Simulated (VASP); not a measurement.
# Ca2P: single point with PBE

The system is Ca2P.

```
Ca P
1.0
    -3.41355    0.00000   -3.41355
    -3.41355   -3.41355    0.00000
    -6.82710    3.41355    3.41355
Ca P
4 2
Direct
  0.62500 0.62500 0.12500
  0.12500 0.12500 0.62500
  0.87500 0.87500 0.37500
  0.37500 0.37500 0.87500
  0.25000 0.25000 0.25000
  0.75000 0.75000 0.75000
```

```
Program                : VASP 6.6.1
Task                   : single point
Functional             : PBE
Potentials or basis    : VASP PAW PBE potentials, release 64 (Ca_sv, P)
Cutoff                 : 520 eV
k mesh                 : 6 × 6 × 6
Occupations            : gaussian, width 0.2 eV
Spin                   : no spin polarisation
Dipole correction      : no
Further INCAR settings : ALGO = Normal; EDIFF = 1e-06; NBANDS = 34
```

```
Pressure               : 0.1 GPa
Band gap on the k mesh : zero (bands 25 and 26 overlap by 1.05 eV)
```

Levels at points of the mesh, in eV from the Fermi level:
```csv
k point,band 21,band 22,band 23,band 24,band 25,band 26,band 27,band 28,band 29,band 30
"(0.00, 0.00, 0.00)",-3.02,-3.02,-2.71,-2.71,-0.51,0.46,0.46,1.19,1.19,1.35
"(0.50, 0.00, 0.00)",-3.02,-3.02,-2.65,-2.65,-0.27,-0.27,1.21,1.21,1.37,1.37
"(0.50, 0.50, 0.00)",-2.71,-2.71,-2.58,-2.58,-0.94,0.49,1.19,1.19,1.35,1.38
"(0.00, 0.00, 0.50)",-2.87,-2.87,-2.87,-2.87,0.71,0.71,0.71,0.71,0.91,0.91
```

Wall time 4.8 min on 1 thread of Intel Xeon 8259CL, with other jobs on the host, peak memory 0.34 GiB.
